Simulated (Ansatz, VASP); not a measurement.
In2SiH2: VASP beside Ansatz

```xyz
5
Lattice="4.4085 0.0000 0.0000 -2.2043 3.8179 0.0000 0.0000 0.0000 5.9374" Properties=species:S:1:pos:R:3 pbc="T T T"
In    0.0000    0.0000    4.4822
In    0.0000    0.0000    1.4552
Si    2.2043    1.2726    2.9687
H     0.0000    2.5453    2.5817
H     0.0000    2.5453    3.3557
```

Alike in both runs: functional PBE; k mesh 4 × 4 × 2; occupations gaussian, width 0.15 eV; no spin polarisation.

Ansatz relaxed the structure, and its values are those at the end. VASP's run is a single point on that final structure, the one shown.

|  | VASP | Ansatz |
| --- | --- | --- |
| version | VASP 6.6.1 | Ansatz 0.2.0 |
| potentials or method | VASP PAW PBE potentials, release 64 (In_d, Si, H), cutoff 500 eV | scalar-relativistic, plane waves, PAW |
| valence electrons in the cell | 32 | 32 |

|  | VASP | Ansatz | Ansatz less VASP |
| --- | --- | --- | --- |
| gap on the k mesh at the Fermi level (eV) | none | none | - |
| pressure (GPa) | 0.2 | 0.3 | +0.08 |
| rms of the force components (eV/Å) | 0.020 | 0.021 | +0.0008 |

A gap of «none» marks a metal or a gap that the smearing closes. With one functional, cell and mesh, what is left measures potentials, basis and numerics.

The k mesh is coarse, so the values compare programs but aren't converged.
